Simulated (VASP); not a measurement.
A run of VASP 6.6.1 is set up as follows.

The input INCAR:

```
PREC = Accurate
ENCUT = 560
EDIFF = 1E-6
ISMEAR = 1
SIGMA = 0.1
LREAL = F
LASPH = T
NELM = 120
ALGO = Normal
ISIF = 2
LWAVE = F
LCHARG = T
LELF = T
LVHAR = T
NBANDS = 23
GGA_COMPAT = F
```

Contents of KPOINTS:

```
regular mesh
0
Gamma
  13 13 8
```

The input POSCAR:

```
Os
1.0
    2.7175247593      0.0000000000      0.0000000000
   -1.3587623796      2.3534454770      0.0000000000
    0.0000000000      0.0000000000      4.2844606214
Os
2
Direct
    0.3333333333      0.6666666667      0.2500000000
    0.6666666667      0.3333333333      0.7500000000
```

Potentials or basis: VASP PAW LDA potentials, release 64 (Os_sv_GW).

Launch:

```bash
$ cat potpaw_LDA.64/Os_sv_GW/POTCAR > POTCAR
$ mpirun -np 1 vasp_std > vasp.out
```

(1) Estimate the band gap on the k mesh.

(2) Predict the pressure.

Answers

(1) zero (bands 16 and 17 overlap by 3.96 eV).

(2) 0.4 GPa.

Caveat: spin-orbit coupling is left out, which moves the levels of the heavy elements.
